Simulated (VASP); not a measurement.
Crystal: BP.

```
B P
1.0
     0.00000    2.15542    2.15542
     2.15542    0.00000    2.15542
     2.15542    2.15542    0.00000
B P
1 1
Cartesian
  0.0000 0.0000 0.0000
  2.1554 2.1554 2.1554
```

Base run:

| Quantity | Value |
| --- | --- |
| Program | VASP 6.6.1 |
| Functional | PBE |
| Potentials or basis | VASP PAW PBE potentials, release 64 (B, P) |
| Cutoff | 520 eV |
| k mesh | 8 × 8 × 8 |
| Occupations | fermi-dirac, width 0.02 eV |
| Spin | no spin polarisation |

Its results: band gap on the k mesh zero (band 4 reaches 11.10 eV, above the bottom of band 5 at 6.99 eV); pressure -0.4 GPa.

Problem. The run is repeated on the same cell with these changes: functional from PBE to r2SCAN; cutoff from 520 eV to 550 eV. What comes out?

Solution. Band gap on the k mesh zero (band 4 reaches 11.22 eV, above the bottom of band 5 at 6.79 eV); pressure -0.8 GPa.

Caveats: the PAW data sets were made with another functional, which shifts forces and pressure a little (some runs).
